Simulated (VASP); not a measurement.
Set up this calculation in VASP 6.6.1, as the native input.

- Task: relaxation of cell and atoms
- Functional: PBE
- Potentials or basis: VASP PAW PBE potentials, release 64 (Sn_d, Ru_pv, C)
- Cutoff: 600 eV
- k mesh: 6 × 6 × 2
- Occupations: gaussian, width 0.1 eV
- Spin: no spin polarisation
- Dipole correction: no
- Further INCAR settings: ALGO = Normal; EDIFF = 1e-07; IBRION = 2; EDIFFG = -0.04; NSW = 90; ISIF = 3

The structure of SnRuC2 lies in POSCAR:

```
SnRuC2
1.0
    2.9640733346      0.0000000000      0.0000000000
   -1.4820366673      2.5669628064      0.0000000000
    0.0000000000      0.0000000000     13.2657827561
Sn Ru C
2 2 4
Direct
    0.0000000000      0.0000000000      0.5000000000
    0.0000000000      0.0000000000      0.0000000000
    0.3333333333      0.6666666667      0.7500000000
    0.6666666667      0.3333333333      0.2500000000
    0.3333333333      0.6666666667      0.4140000000
    0.6666666667      0.3333333333      0.9140000000
    0.6666666667      0.3333333333      0.5860000000
    0.3333333333      0.6666666667      0.0860000000
```

The input as run:

INCAR

```
  PREC = Accurate
  ENCUT = 600
  EDIFF = 1E-7
  ISMEAR = 0
  SIGMA = 0.1
  LREAL = F
  LASPH = T
  NELM = 100
  ALGO = Normal
  ISIF = 3
  LWAVE = F
  LCHARG = F
  GGA = PE
  IBRION = 2
  NSW = 90
  EDIFFG = -0.04
```

KPOINTS

```
Automatic mesh
0
Gamma
  6 6 2
```

Potentials or basis: VASP PAW PBE potentials, release 64 (Sn_d, Ru_pv, C).

Launch:

```bash
$ cat potpaw_PBE.64/Sn_d/POTCAR potpaw_PBE.64/Ru_pv/POTCAR potpaw_PBE.64/C/POTCAR > POTCAR
$ mpirun -np 1 vasp_std > vasp.out
```

Results of the run:

```
Relaxed volume                        : 12.61 Å³/atom
Relaxed cell                          : a = 3.180 Å, b = 3.180 Å, c = 11.518 Å, α = 90.00°, β = 90.00°, γ = 120.00°
Space group after relaxing (to 0.1 Å) : P6_3/mmc (No. 194)
Energy gained by relaxing             : 1541.4 meV/atom
Ionic steps                           : 20
Pressure after relaxing               : 0.2 GPa
Largest force after relaxing          : 0.036 eV/Å
Band gap on the k mesh                : zero (bands 36 and 37 overlap by 3.70 eV)
```

Caveat: the k points lie up to 0.38 Å⁻¹ apart in the final cell, too coarse for converged energies and pressures of a metal; spin-orbit coupling is left out, which moves the levels of the heavy elements.

Wall time 31 min on 1 thread of Intel Xeon 8259CL, on a shared host, peak memory 0.3 GiB.
